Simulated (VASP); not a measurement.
Nb3Si2O: relaxation of cell and atoms with PBE

Crystal: Nb3Si2O.

```
Nb Si O
1.0
     2.99917    0.00000    0.00000
    -1.49958    2.59735    0.00000
     0.00000    0.00000   12.13661
Nb Si O
3 2 1
Direct
  0.00000 0.00000 0.50000
  0.00000 0.00000 0.15688
  0.00000 0.00000 0.84312
  0.33333 0.66667 0.33334
  0.33333 0.66667 0.66666
  0.00000 0.00000 0.00000
```

The cell was generated, and may not be a known phase.

- Program: VASP 6.6.1
- Task: relaxation of cell and atoms
- Functional: PBE
- Potentials or basis: VASP PAW PBE potentials, release 64 (Nb_sv, Si, O)
- Cutoff: 600 eV
- k mesh: 12 × 12 × 4
- Occupations: gaussian, width 0.1 eV
- Spin: no spin polarisation
- Dipole correction: no
- Further INCAR settings: ALGO = Normal; EDIFF = 1e-06; IBRION = 2; EDIFFG = -0.01; NSW = 100; ISIF = 3

| Property | Result |
| --- | --- |
| Relaxed volume | 15.79 Å³/atom |
| Relaxed cell | a = 3.008 Å, b = 3.008 Å, c = 12.088 Å, α = 90.00°, β = 90.00°, γ = 120.00° |
| Space group after relaxing (to 0.1 Å) | P-6m2 (No. 187) |
| Energy gained by relaxing | 0.3 meV/atom |
| Ionic steps | 8 |
| Pressure after relaxing | 0.0 GPa |
| Largest force after relaxing | 0.008 eV/Å |
| Band gap on the k mesh | zero (an odd number of electrons rules out a gap without spin polarisation) |

Forces in eV/Å, atoms in the order of the input:
```
Nb   0.000  0.000  0.000
Nb   0.000  0.000  0.008
Nb   0.000  0.000 -0.008
Si   0.000  0.000  0.001
Si   0.000  0.000 -0.001
O    0.000  0.000  0.000
```

The path:
```
step  energy change (eV)  largest force (eV/Å)  pressure (GPa)  volume (Å³)
   1              0.0000                0.0757            0.07        94.54
   2             -0.0015                0.0784            0.15        94.63
   3             -0.0016                0.0796            0.16        94.66
   4             -0.0013                0.1055           -0.46        94.93
   5             -0.0018                0.0336           -0.09        94.76
   6             -0.0020                0.0192            0.02        94.70
   7             -0.0020                0.0148            0.04        94.69
   8             -0.0020                0.0075            0.05        94.73
```

Final structure:
```yaml
crystal:
  lattice:
    - [3.00813, 0.00000, 0.00000]
    - [-1.50407, 2.60512, 0.00000]
    - [0.00000, 0.00000, 12.08830]
  atoms:
    - { symbol: Nb, position: [0.00000, 0.00000, 0.50000] }
    - { symbol: Nb, position: [0.00000, 0.00000, 0.15758] }
    - { symbol: Nb, position: [0.00000, 0.00000, 0.84242] }
    - { symbol: Si, position: [0.33333, 0.66667, 0.33353] }
    - { symbol: Si, position: [0.33333, 0.66667, 0.66647] }
    - { symbol: O, position: [0.00000, 0.00000, 0.00000] }
```

Levels at points of the mesh, in eV from the Fermi level:
| k point | band 22 | band 23 | band 24 | band 25 | band 26 | band 27 | band 28 | band 29 | band 30 | band 31 |
| --- | --- | --- | --- | --- | --- | --- | --- | --- | --- | --- |
| (0.00, 0.00, 0.00) | -1.18 | -1.06 | -0.12 | -0.12 | -0.02 | -0.02 | 0.04 | 0.04 | 1.64 | 1.64 |
| (0.50, 0.00, 0.00) | -3.51 | -2.81 | -2.59 | -1.14 | -0.20 | 0.98 | 1.18 | 1.24 | 1.45 | 3.31 |
| (0.00, 0.00, 0.50) | -1.64 | -0.80 | -0.10 | -0.10 | -0.05 | -0.05 | 0.06 | 0.06 | 1.76 | 1.76 |
| (0.50, 0.00, 0.50) | -3.30 | -2.66 | -2.54 | -1.65 | -0.07 | 0.62 | 1.26 | 2.00 | 2.06 | 2.50 |

It took 15 min on 1 thread of Intel Xeon 8259CL, on a shared host, peak memory 0.36 GiB.

Caveat: an odd number of electrons without spin polarisation forces a metal; a magnetic or distorted state may lie lower.
